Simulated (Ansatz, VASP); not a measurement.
# BP in VASP and in Ansatz

File POSCAR:

```
BP
1.0
    3.2023542381      0.0000000000      0.0000000000
   -1.6011771191      2.7733201221      0.0000000000
    0.0000000000      0.0000000000      7.9464088885
B P
2 2
Direct
    0.3333333333      0.6666666667      0.2500000000
    0.6666666667      0.3333333333      0.7500000000
    0.6666666667      0.3333333333      0.2500000000
    0.3333333333      0.6666666667      0.7500000000
```

Contents of INCAR.step1:

```
SYSTEM = BP
PREC = Accurate
ENCUT = 520
ISMEAR = -1
SIGMA = 0.03
LREAL = .False.
LASPH = .True.
NELM = 100
NBANDS = 16
GGA = PE
ALGO = Normal
EDIFF = 1E-4
LWAVE = .True.
LCHARG = .False.
```

Contents of INCAR.step2:

```
SYSTEM = BP
PREC = Accurate
ENCUT = 520
EDIFF = 1E-6
ISMEAR = -1
SIGMA = 0.03
LREAL = .False.
LASPH = .True.
NELM = 100
ALGO = Normal
ISIF = 2
LWAVE = .False.
LCHARG = .False.
METAGGA = R2SCAN
LMIXTAU = .True.
LUSE_VDW = .True.
IVDW_NL = 2
BPARAM = 11.95
CPARAM = 0.0093
NBANDS = 16
ISTART = 1
```

Contents of KPOINTS:

```
regular mesh
0
Gamma
  12 12 4
  0 0 0
```

Input for Ansatz:

```yaml
crystal:
  lattice:
    - [3.2023542381, 0.0, 0.0]
    - [-1.6011771191, 2.7733201221, 0.0]
    - [0.0, 0.0, 7.9464088885]
  atoms:
    - { symbol: B, position: [0.3333333333, 0.6666666667, 0.25] }
    - { symbol: B, position: [0.6666666667, 0.3333333333, 0.75] }
    - { symbol: P, position: [0.6666666667, 0.3333333333, 0.25] }
    - { symbol: P, position: [0.3333333333, 0.6666666667, 0.75] }
kpoints:
  mp_grid: { grid: [12, 12, 4] }
  band_path:
    path:
      - [0.0, 0.0, 0.0]
      - [0.5, 0.0, 0.0]
      - [0.3333333333, 0.3333333333, 0.0]
      - [0.0, 0.0, 0.5]
      - [0.5, 0.0, 0.5]
      - [0.3333333333, 0.3333333333, 0.5]
    npoints: 1
hamiltonian:
  xc: r2scan
  dispersion: rvv10
scf:
  occupations: { method: fermi_dirac, width: 0.03 }
  n_extra_bands: 5
output:
  forces: true
  stress: true
  eigenvalues: true
```

Alike in both runs: task single point; functional r2SCAN; dispersion rVV10; k mesh 12 × 12 × 4; occupations fermi-dirac, width 0.03 eV; no spin polarisation.

|  | VASP | Ansatz |
| --- | --- | --- |
| version | VASP 6.6.1 | Ansatz 0.2.0 |
| potentials or method | VASP PAW PBE potentials, release 64 (B, P) | plane waves, PAW |
| plane-wave cutoff (eV) | 520 | 500 |
| valence electrons in the cell | 16 | 16 |

|  | VASP | Ansatz | Ansatz less VASP |
| --- | --- | --- | --- |
| pressure (GPa) | -0.3 | 0.0 | +0.35 |
| traceless stress, the component that is largest in VASP (GPa) | 0.23 | -0.01 | -0.236 |

VASP's potentials were made for PBE, not for r2SCAN.
